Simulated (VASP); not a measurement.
Runs of VASP 6.6.1 on Li. The structure is that of space group Fm-3m (No. 225), or close to it. The cells are those of the table. This isn't the form of Li at room conditions, which is bcc.

```tsv
task	level	potentials or basis	cell	cutoff (eV)	gap on the mesh (eV)	pressure (GPa)	relaxed volume (Å³/atom)
single point	r2SCAN	VASP PAW PBE potentials, release 64 (Li_sv)	a = 3.096 Å, angles 60.0°, 1 atom	520	none	-	-
relaxation of cell and atoms	PBE	VASP PAW PBE potentials, release 64 (Li_sv)	relaxed from a = 3.114 Å, angles 60.0°, 1 atom	600	none	0.0	(a)
relaxation of cell and atoms	revPBE	VASP PAW PBE potentials, release 64 (Li_sv)	relaxed from a = 3.114 Å, angles 60.0°, 1 atom	600	none	0.0	20.90
single point	LDA	VASP PAW LDA potentials, release 64 (Li_sv)	a = 2.992 Å, angles 60.0°, 1 atom	520	none	-	-
single point	revPBE	VASP PAW PBE potentials, release 64 (Li_sv)	a = 3.103 Å, angles 60.0°, 1 atom	520	none	-	-
```

Alike in all rows: no spin polarisation; k mesh 10 × 10 × 10; smearing fermi-dirac 0.05 eV.

Problem. Fill in the values left out.

Solution. (a) 20.07.

Caveats: the cutoff is under 1.25 times the usual one of these potentials, so pressure, stress and relaxed cells hold a basis-set (Pulay) error; the PAW data sets were made with another functional, which shifts forces and pressure a little (at least some runs).

A gap of «none» marks levels without a gap at the run's occupations.
